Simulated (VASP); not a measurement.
## GaN: relaxation of cell and atoms with PBE

The system is GaN.

```
Ga N
1.0
     0.00000    2.27424    2.27424
     2.27424    0.00000    2.27424
     2.27424    2.27424    0.00000
Ga N
1 1
Direct
  0.00000 0.00000 0.00000
  0.75000 0.75000 0.75000
```

| Quantity | Value |
| --- | --- |
| Program | VASP 6.6.1 |
| Task | relaxation of cell and atoms |
| Functional | PBE |
| Potentials or basis | VASP PAW PBE potentials, release 64 (Ga_d, N) |
| Cutoff | 600 eV |
| k mesh | 10 × 10 × 10 |
| Occupations | gaussian, width 0.01 eV |
| Spin | no spin polarisation |
| Dipole correction | no |
| Further INCAR settings | ALGO = Normal; EDIFF = 1e-06; IBRION = 2; EDIFFG = -0.001; NSW = 80; ISIF = 3 |

```
Relaxed volume                         : 11.76 Å³/atom
Relaxed cell                           : a = 3.216 Å, b = 3.216 Å, c = 3.216 Å, α = 60.00°, β = 60.00°, γ = 60.00°
Space group after relaxing (to 0.05 Å) : F-43m (No. 216)
Energy gained by relaxing              : 0.0 meV/atom
Ionic steps                            : 7
Pressure after relaxing                : 0.0 GPa
Band gap on the k mesh                 : 1.55 eV, direct
```

Final structure:
```
Ga N
1.0
     0.00000    2.27396    2.27396
     2.27396    0.00000    2.27396
     2.27396    2.27396    0.00000
Ga N
1 1
Direct
  0.00000 0.00000 0.00000
  0.75000 0.75000 0.75000
```

Levels at points of the mesh, in eV from the valence-band top:
```
           k point  band 5  band 6  band 7  band 8  band 9  band 10  band 11  band 12  band 13
(0.00, 0.00, 0.00)  -13.13  -13.13    0.00    0.00    0.00     1.55    10.13    10.13    10.13
(0.50, 0.00, 0.00)  -13.09  -11.88   -6.86   -0.93   -0.93     4.45     8.59    10.22    10.22
(0.50, 0.50, 0.00)  -13.06  -11.45   -6.01   -2.61   -2.61     3.34     6.50    11.52    13.68
```

Wall time 33 s on 1 thread of Intel(R) Xeon(R) 6975P-C (Granite Rapids), with other jobs on the host, peak memory 0.16 GiB.
